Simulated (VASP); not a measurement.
KNd2Sb3: single point with PBE

Crystal: KNd2Sb3.

```xyz
6
Lattice="5.4445 0.0000 0.0000 -2.7223 4.7151 0.0000 0.0000 0.0000 12.1289" Properties=species:S:1:pos:R:3 pbc="T T T"
K     2.7223    1.5717    6.0644
Nd    2.7223    1.5717    0.0000
Nd    0.0000    3.1434    0.0000
Sb    2.7223    1.5717    9.2871
Sb    2.7223    1.5717    2.8417
Sb    0.0000    3.1434    6.0644
```

The cell was built from a structure type or drawn by symmetry, and may not be a known phase.

```
Program                : VASP 6.6.1
Task                   : single point
Functional             : PBE
Potentials or basis    : VASP PAW PBE potentials, release 64 (K_sv, Nd_3, Sb), 4f in core
Cutoff                 : 500 eV
k mesh                 : 4 × 4 × 2
Occupations            : gaussian, width 0.2 eV
Spin                   : no spin polarisation
Dipole correction      : no
Mended                 : yes
Further INCAR settings : ALGO = Normal; EDIFF = 1e-06; NBANDS = 32
```

The pressure is 0.7 GPa. The largest force is 0.061 eV/Å. The band gap on the k mesh is zero (bands 23 and 24 overlap by 0.21 eV).

Forces in eV/Å, atoms in the order of the input:
```
K    0.000  0.000  0.000
Nd   0.000  0.000  0.000
Nd   0.000  0.000  0.000
Sb   0.000  0.000 -0.061
Sb   0.000  0.000  0.061
Sb   0.000  0.000  0.000
```

Levels at points of the mesh, in eV from the Fermi level:
```csv
k point,band 19,band 20,band 21,band 22,band 23,band 24,band 25,band 26,band 27,band 28
"(0.00, 0.00, 0.00)",-0.78,-0.71,-0.19,-0.19,0.21,0.21,0.74,1.28,1.28,1.56
"(0.50, 0.00, 0.00)",-1.14,-0.68,-0.45,-0.33,-0.11,0.02,0.11,0.35,0.45,1.64
"(0.00, 0.00, 0.50)",-0.79,-0.28,-0.07,-0.07,0.08,0.08,0.21,1.26,1.26,1.59
"(0.50, 0.00, 0.50)",-1.16,-1.04,-0.73,-0.07,0.07,0.11,0.12,0.14,0.42,1.56
```

It took 56 s on 1 thread of Intel(R) Xeon(R) 6975P-C (Granite Rapids) (shared host), peak memory 0.4 GiB.

Caveat: spin-orbit coupling is left out, which moves the levels of the heavy elements; the 4f electrons are frozen in the core, so they carry no moment and show no levels. Spin polarisation is off, so any magnetic state and its effect on volume and gap are missing.
